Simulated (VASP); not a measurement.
# Se (R-3m) in VASP: single point with PBEsol

Aim: the single point of Se with PBEsol.

All numbers are computed with VASP 6.6.1; they aren't measurements. Logs are shortened: lines on timing, memory, paths and dates and some standing lists are left out, and cuts for length are marked.

## Step 1: The cell of the first run

The typed cell holds 1 atom: a = 2.786 Å, b = 2.786 Å, c = 2.786 Å, α = 90.02°, β = 90.02°, γ = 90.02°.

This isn't the form of Se at room conditions, which is trigonal, of chains.

## Step 2: Single point, PBEsol

INCAR reads:

```
PREC     = Accurate       # precision mode
ENCUT    = 520            # plane-wave cutoff, eV
EDIFF    = 1E-7           # SCF threshold, eV
ISMEAR   = -1             # smearing method
SIGMA    = 0.05           # smearing width, eV
LREAL    = False          # projectors in reciprocal space
LASPH    = True           # aspherical terms in the spheres
NELM     = 100            # most SCF steps
ALGO     = Normal         # electronic algorithm
ISIF     = 2              # what is computed and relaxed
LWAVE    = False          # write WAVECAR
LCHARG   = True           # write CHGCAR
GGA      = PS             # functional
LELF     = True           # ELF
LVHAR    = True         
NBANDS   = 9              # bands
```

KPOINTS reads:

```
regular mesh
0
Gamma
  18 18 18
```

POSCAR reads:

```
Se
1.0
    1.9706370348      1.1377478225      1.6081166803
   -1.9706370348      1.1377478225      1.6081166803
    0.0000000000     -2.2754956450      1.6081166803
Se
1
Direct
    0.0000000000      0.0000000000      0.0000000000
```

Potentials or basis: VASP PAW PBE potentials, release 64 (Se).

Started as:

```sh
$ cat potpaw_PBE.64/Se/POTCAR > POTCAR
$ mpirun -np 1 vasp_std > vasp.out
```

OUTCAR:

```text
PREC = Accurate
   ENCUT = 520
   EDIFF = 1E-7
   ISMEAR = -1
   LREAL = False
   LASPH = True
   NELM = 100
   ISIF = 2
   GGA = PS

 ion  position               nearest neighbor table
   1  0.000  0.000  0.000-

  LATTYP: Found a trigonal (rhomboedric) cell.
 ALAT       =     2.7863811096
 COS(alpha) =    -0.0003736460

  Lattice vectors:

 A1 = (   1.9706370348,   1.1377478225,   1.6081166803)
 A2 = (  -1.9706370348,   1.1377478225,   1.6081166803)
 A3 = (   0.0000000000,  -2.2754956450,   1.6081166803)

Analysis of symmetry for initial positions (statically):
=====================================================================
 Subroutine PRICEL returns:
 Original cell was already a primitive cell.

 Routine SETGRP: Setting up the symmetry group for a
 trigonal (rhombohedral) supercell.

 Subroutine GETGRP returns: Found 12 space group operations
 (whereof 12 operations were pure point group operations)
 out of a pool of 12 trial point group operations.

The static configuration has the point symmetry D_3d.

Analysis of symmetry for dynamics (positions and initial velocities):
=====================================================================
 Subroutine PRICEL returns:
 Original cell was already a primitive cell.

 Routine SETGRP: Setting up the symmetry group for a
 trigonal (rhombohedral) supercell.

 Subroutine GETGRP returns: Found 12 space group operations
 (whereof 12 operations were pure point group operations)
 out of a pool of 12 trial point group operations.

The dynamic configuration has the point symmetry D_3d.

 Subroutine INISYM returns: Found 12 space group operations
 (whereof 12 operations are pure point group operations),
 and found     1 'primitive' translations

----------------------------------------------------------------------------------------

                                     Primitive cell

  volume of cell :      21.6332

  direct lattice vectors                    reciprocal lattice vectors
     1.970637035  1.137747822  1.608116680     0.253725060  0.146488232  0.207281808
    -1.970637035  1.137747822  1.608116680    -0.253725060  0.146488232  0.207281808
     0.000000000 -2.275495645  1.608116680     0.000000000 -0.292976463  0.207281808

  length of vectors
     2.786381110  2.786381110  2.786381110     0.358888501  0.358888501  0.358888501

  position of ions in fractional coordinates (direct lattice)
     0.000000000  0.000000000  0.000000000

  ion indices of the primitive-cell ions
   primitive index   ion index
                 1           1

----------------------------------------------------------------------------------------

 KPOINTS: regular mesh

Automatic generation of k-mesh.
 Grid dimensions read from file:
 generate k-points for:   18   18   18

 Generating k-lattice:

  Cartesian coordinates                     Fractional coordinates (reciprocal lattice)
     0.014095837  0.008138235  0.011515656     0.055555556  0.000000000 -0.000000000
    -0.014095837  0.008138235  0.011515656     0.000000000  0.055555556 -0.000000000
     0.000000000 -0.016276470  0.011515656    -0.000000000 -0.000000000  0.055555556

  Length of vectors
     0.019938250  0.019938250  0.019938250

  Shift w.r.t. Gamma in fractional coordinates (k-lattice)
     0.000000000  0.000000000  0.000000000

 Subroutine IBZKPT returns following result:
 ===========================================

 Found    580 irreducible k-points:

 Following reciprocal coordinates:
            Coordinates               Weight
  0.000000  0.000000  0.000000      1.000000
  0.055556 -0.000000 -0.000000      6.000000
  0.111111 -0.000000 -0.000000      6.000000
  0.166667 -0.000000  0.000000      6.000000
  0.222222 -0.000000  0.000000      6.000000
  0.277778 -0.000000  0.000000      6.000000
[... 16 lines left out ...]
 -0.277778  0.055556 -0.000000     12.000000
 -0.222222  0.055556 -0.000000     12.000000
 [... further k-points ...]
   k-points           NKPTS =    580   k-points in BZ     NKDIM =    580   number of bands    NBANDS=      9
   number of dos      NEDOS =    301   number of ions     NIONS =      1
   total plane-waves  NPLWV =  13824
   dimension x,y,z NGX =    24 NGY =   24 NGZ =   24
   dimension x,y,z NGXF=    48 NGYF=   48 NGZF=   48
   ions per type =               1
   NGX,Y,Z   is equivalent  to a cutoff of  14.32, 14.32, 14.32 a.u.
   NGXF,Y,Z  is equivalent  to a cutoff of  28.64, 28.64, 28.64 a.u.
 SYSTEM =  unknown system
   PREC   = accura    normal or accurate (medium, high low for compatibility)
   ISTART =      0    job   : 0-new  1-cont  2-samecut
   ICHARG =      2    charge: 1-file 2-atom 10-const
   ISPIN  =      1    spin polarized calculation?
   LNONCOLLINEAR =      F non collinear calculations
   LSORBIT =      F    spin-orbit coupling
   LASPH  =      T    aspherical Exc in radial PAW
   ENCUT  =  520.0 eV  38.22 Ry    6.18 a.u.   5.18  5.18  5.18*2*pi/ulx,y,z
   NELM   =    100;   NELMIN=  2; NELMDL= -5     # of ELM steps
   EDIFF  = 0.1E-06   stopping-criterion for ELM
   LREAL  =      F    real-space projection
   EDIFFG = 0.1E-05   stopping-criterion for IOM
   NSW    =      0    number of steps for IOM
   IBRION =     -1    ionic relax: 0-MD 1-quasi-New 2-CG
   NFREE  =      0    steps in history (QN), initial steepest desc. (CG)
   ISIF   =      2    stress and relaxation
   ISYM   =      2    0-nonsym 1-usesym 2-fastsym
   POTIM  = 0.5000    time-step for ionic-motion
   TEBEG  =    0.0;   TEEND  =   0.0 temperature during run
   PSTRESS=    0.0 pullay stress
   NELECT =       6.0000    total number of electrons
   NUPDOWN=      -1.0000    fix difference up-down
   EMIN   =  10.00;   EMAX   =-10.00  energy-range for DOS
   EFERMI =   0.00;   METHOD = LEGACY
   ISMEAR =    -1;   SIGMA  =   0.05  broadening in eV -4-tet -1-fermi 0-gaus
   EFERMI_NEDOS =   21; number of points for ismear=-14 and -15
   IALGO  =     38    algorithm
   IMIX   =      4    mixing-type and parameters
     AMIX     =   0.40;   BMIX     =  1.00
     AMIX_MAG =   1.60;   BMIX_MAG =  1.00
  volume/ion in A,a.u.               =      21.63       145.99
  Fermi-wavevector in a.u.,A,eV,Ry     =   1.067623  2.017516 15.508190  1.139820
  Thomas-Fermi vector in A             =   2.203246
   LORBIT       =      0    0 simple, 1 ext, 2 COOP (PROOUT), +10 PAW based schemes
   GGA     = PS    functional components
   LHFCALC =     F    Hartree Fock is set to
   AEXX    =    0.0000 exact exchange contribution
   IVDW    =     0    specifies the selected vdW correction
   LEPSILON=     F    determine dielectric tensor
   LRPA    =     F    only Hartree local field effects (RPA)
 non-spin polarized calculation
  energy-cutoff  :      520.00
  volume of cell :       21.63
 maximum number of plane-waves:       624
 NGX is ok and might be reduce to    24
   NGX = 11   NGY = 11   NGZ = 11

 number of electron       6.0000000 magnetization

 Free energy of the ion-electron system (eV)
  ---------------------------------------------------
  ext. energy  EPLUGINS =         0.00000000
  ---------------------------------------------------
  free energy    TOTEN  =        -3.75327913 eV

  energy without entropy =       -3.74821988  energy(sigma->0) =       -3.75074951

 E-fermi :   5.1350     XC(G=0): -10.2765

 val. band max:        5.1346366961   @ k =   0.3333   0.1667   0.1667
 cond. band min:       5.1375640817   @ k =  -0.3333   0.1667   0.1667
 fundamental gap:      0.0029273856
 Fermi energy:         5.1350090054

 k-point     1 :       0.0000    0.0000    0.0000
  band No.  band energies     occupation
      1     -11.3347      2.00000
      2       6.5696      0.00000
      3       6.5726      0.00000
      4       6.5726      0.00000
      5      12.7710      0.00000
      6      12.7710      0.00000
      7      13.0061      0.00000
      8      27.7643      0.00000
      9      27.7661      0.00000

 k-point     2 :       0.0556   -0.0000   -0.0000
  band No.  band energies     occupation
      1     -11.2882      2.00000
      2       6.0267      0.00000
      3       6.6077      0.00000
      4       6.6097      0.00000
      5      12.8173      0.00000
      6      12.9668      0.00000
      7      13.5041      0.00000
      8      26.7515      0.00000
      9      26.7524      0.00000

 k-point     3 :       0.1111   -0.0000   -0.0000
  band No.  band energies     occupation
      1     -11.1500      2.00000
      2       4.8021      1.99744
      3       6.7169      0.00000
      4       6.7188      0.00000
      5      12.9549      0.00000
      6      13.1453      0.00000
      7      14.9874      0.00000
      8      25.2303      0.00000
      9      25.2315      0.00000

 k-point     4 :       0.1667   -0.0000    0.0000
  band No.  band energies     occupation
      1     -10.9250      2.00000
      2       3.3790      2.00000
      3       6.8912      0.00000
      4       6.8932      0.00000
      5      13.1797      0.00000
      6      13.4184      0.00000
      7      16.8190      0.00000
      8      23.7396      0.00000
      9      23.7411      0.00000
[... 205 lines left out ...]
 k-point    22 :      -0.3333    0.0556    0.0000
  band No.  band energies     occupation
      1      -9.8200      2.00000
      2      -0.4593      2.00000
      3       7.1606      0.00000
      4       7.6815      0.00000
      5      14.4897      0.00000
      6      15.1512      0.00000
      7      18.7243      0.00000
      8      20.1854      0.00000
      9      20.8670      0.00000

 k-point    23 :      -0.2778    0.0556   -0.0000
  band No.  band energies     occupation
      1     -10.2137      2.00000
      2       0.6935      2.00000
      3       6.8767      0.00000
      4       7.4157      0.00000
      5      14.0550      0.00000
      6      14.6652      0.00000
      7      19.3125      0.00000
      8      21.1439      0.00000
      9      21.1969      0.00000

 k-point    24 :      -0.2222    0.0556   -0.0000
  band No.  band energies     occupation
      1     -10.5764      2.00000
      2       2.0078      2.00000
      3       6.6012      0.00000
      4       7.1556      0.00000
      5      13.6587      0.00000
      6      14.2542      0.00000
      7      18.5776      0.00000
      8      21.6942      0.00000
      9      22.4054      0.00000

 [... further k-points ...]

------------------------ aborting loop because EDIFF is reached ----------------------------------------

  FORCE on cell =-STRESS in cart. coord.  units (eV):
  Direction    XX          YY          ZZ          XY          YZ          ZX
  --------------------------------------------------------------------------------------
  -------------------------------------------------------------------------------------
  Total        0.0124092      0.0124092      0.0132371      0.0000000      0.0000000      0.0000000
  in kB        0.9190399      0.9190399      0.9803498      0.0000000      0.0000000      0.0000000
  external PRESSURE =       0.9394765 kB  Pullay stress =       0.0000000 kB

 VOLUME and BASIS-vectors are now :
 -----------------------------------------------------------------------------
  energy-cutoff  :      520.00
  volume of cell :       21.63
      direct lattice vectors                 reciprocal lattice vectors
     1.970637035  1.137747822  1.608116680     0.253725060  0.146488232  0.207281808
    -1.970637035  1.137747822  1.608116680    -0.253725060  0.146488232  0.207281808
     0.000000000 -2.275495645  1.608116680     0.000000000 -0.292976463  0.207281808

 POSITION                                       TOTAL-FORCE (eV/Angst)
 -----------------------------------------------------------------------------------
      0.00000      0.00000      0.00000         0.000000      0.000000      0.000000
 -----------------------------------------------------------------------------------
    total drift:                               -0.000000     -0.000000      0.000000

  FREE ENERGIE OF THE ION-ELECTRON SYSTEM (eV)
  ---------------------------------------------------
  free  energy   TOTEN  =        -3.7532791277 eV

  energy  without entropy=       -3.7482198840  energy(sigma->0) =       -3.75074951
```

Run time: 51 s. Hardware: 1 thread of Intel Xeon Platinum 8259CL at 2.50GHz (Skylake/Cascade Lake), shared host; peak memory 0.23 GiB.

What came out:

* Free energy: -3.7533 eV
* Pressure: 0.1 GPa
* Band gap on the k mesh: zero (bands 3 and 4 overlap by 6.48 eV)

Caveat: the PAW data sets were made with another functional, which shifts forces and pressure a little.
